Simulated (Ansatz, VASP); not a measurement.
One calculation of Pb, two programs

```
Pb
1.0
     0.00000    3.49539    3.49539
     3.49539    0.00000    3.49539
     3.49539    3.49539    0.00000
Pb
2
Direct
  0.00000 0.00000 0.00000
  0.25000 0.25000 0.25000
```

Change from the starting cell: volume scaled by 1.05, PAW files.

Alike in both runs: task electric field gradients; functional LDA; k mesh 8 × 8 × 8; occupations fermi-dirac, width 0.05 eV; no spin polarisation.

|  | VASP | Ansatz |
| --- | --- | --- |
| version | VASP 6.6.1 | Ansatz 0.2.0 |
| potentials or method | VASP PAW LDA potentials, release 64 (Pb_d) | PAW with Ansatz's default frozen-core files, scalar-relativistic |
| plane-wave cutoff (eV) | 520 | 420 |
| valence electrons in the cell | 28 | 28 |

```tsv
	VASP	Ansatz	Ansatz less VASP
pressure (GPa)	-2.0	-2.1	-0.01
```

LDA's correlation is that of Perdew and Zunger in VASP and of Perdew and Wang (1992) in Ansatz.

Spin-orbit coupling is off throughout.
